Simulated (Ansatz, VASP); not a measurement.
Two plane-wave programs on Cu

```xyz
1
Lattice="0.0000 1.5413 1.5413 1.5413 0.0000 1.5413 1.5413 1.5413 0.0000" Properties=species:S:1:pos:R:3 pbc="T T T"
Cu    0.0000    0.0000    0.0000
```

Change from the starting cell: volume scaled by 0.64, PAW files.

Alike in both runs: task single point; functional r2SCAN; k mesh 20 × 20 × 20; occupations fermi-dirac, width 0.1 eV; no spin polarisation.

```csv
,VASP,Ansatz
version,VASP 6.6.1,Ansatz 0.2.0
potentials or method,"VASP PAW PBE potentials, release 64 (Cu)","PAW with Ansatz's default frozen-core files, scalar-relativistic"
plane-wave cutoff (eV),520,500
valence electrons in the cell,11,19
```

|  | VASP | Ansatz | Ansatz less VASP |
| --- | --- | --- | --- |
| pressure (GPa) | 219.6 | 216.2 | -3.36 |

VASP's potentials were made for PBE, not for r2SCAN. Both programs put the cell under a high pressure, so it lies far from rest at this level. VASP's potentials hold 11 valence electrons a cell and Ansatz's 19, so a difference there can come from the potentials and not from the codes.

Noted on VASP's run: the cell as given lies far from equilibrium.
